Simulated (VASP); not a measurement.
**SnTe: single point with PBE**

Crystal: SnTe.

```
Te Sn
1.0
     0.00000    3.15085    3.15085
     3.15085    0.00000    3.15085
     3.15085    3.15085    0.00000
Te Sn
1 1
Direct
  0.50000 0.50000 0.50000
  0.00000 0.00000 0.00000
```

```json
{"Program": "VASP 6.6.1", "Task": "single point", "Functional": "PBE", "Potentials or basis": "VASP PAW PBE potentials, release 64 (Te, Sn_d)", "Cutoff": "520 eV", "k mesh": "7 × 7 × 7", "Occupations": "gaussian, width 0.021 eV", "Spin": "no spin polarisation"}
```

| Quantity | Value |
| --- | --- |
| Pressure | 2.2 GPa |

Levels at points of the mesh, in eV from the Fermi level:
| k point | band 6 | band 7 | band 8 | band 9 | band 10 | band 11 | band 12 | band 13 | band 14 | band 15 |
| --- | --- | --- | --- | --- | --- | --- | --- | --- | --- | --- |
| (0.00, 0.00, 0.00) | -12.67 | -4.54 | -2.01 | -2.01 | -2.01 | 3.49 | 3.49 | 3.49 | 4.89 | 4.89 |

It took 18 s on 1 thread of Intel Xeon 6975P-C (shared host), peak memory 0.2 GiB.

Caveat: this odd mesh misses L, where the gap lies, so gap, dielectric constants and Born charges aren't listed; spin-orbit coupling is left out, which moves the levels of the heavy elements.
